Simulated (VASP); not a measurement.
Zr: single point with LDA

Zr:

```xyz
1
Lattice="0.0000 2.1704 2.2550 2.2550 0.0000 2.2550 2.2550 2.1704 0.0000" Properties=species:S:1:pos:R:3 pbc="T T T"
Zr    0.0000    0.0000    0.0000
```

This cell differs from its parent crystal: strain -0.0375 x Voigt [0, 1, 0, 0, 0, 0].

```json
{
  "Program": "VASP 6.6.1",
  "Task": "single point",
  "Functional": "LDA",
  "Potentials or basis": "VASP PAW LDA potentials, release 64 (Zr_sv)",
  "Cutoff": "520 eV",
  "k mesh": "18 × 18 × 18",
  "Occupations": "gaussian, width 0.15 eV",
  "Spin": "no spin polarisation"
}
```

```json
{"Pressure": "-2.2 GPa", "Band gap on the k mesh": "zero (band 6 reaches 10.21 eV, above the bottom of band 7 at 8.61 eV)"}
```

Stress tensor (GPa, compression positive):
```
-2.61  0.00  0.00
 0.00 -1.51  0.00
 0.00  0.00 -2.61
```

Levels at points of the mesh, in eV from the Fermi level:
| k point | band 3 | band 4 | band 5 | band 6 | band 7 | band 8 | band 9 | band 10 |
| --- | --- | --- | --- | --- | --- | --- | --- | --- |
| (0.00, 0.00, 0.00) | -25.91 | -25.90 | -5.61 | 0.84 | 0.84 | 1.24 | 3.23 | 3.80 |
| (0.50, 0.00, 0.00) | -26.08 | -26.02 | -3.08 | 0.53 | 1.00 | 1.40 | 5.34 | 5.61 |
| (0.50, 0.50, 0.00) | -26.32 | -26.25 | -3.19 | -2.33 | 3.17 | 5.46 | 5.83 | 6.24 |
| (0.50, 0.00, 0.50) | -26.36 | -26.36 | -3.19 | -2.44 | 3.78 | 5.45 | 6.05 | 6.05 |

Wall time 45 s on 1 thread of Intel(R) Xeon(R) Platinum 8488C (Sapphire Rapids), with other jobs on the host, peak memory 0.22 GiB.

Caveat: the cell differs from its parent crystal (strain -0.0375 x Voigt [0, 1, 0, 0, 0, 0]).
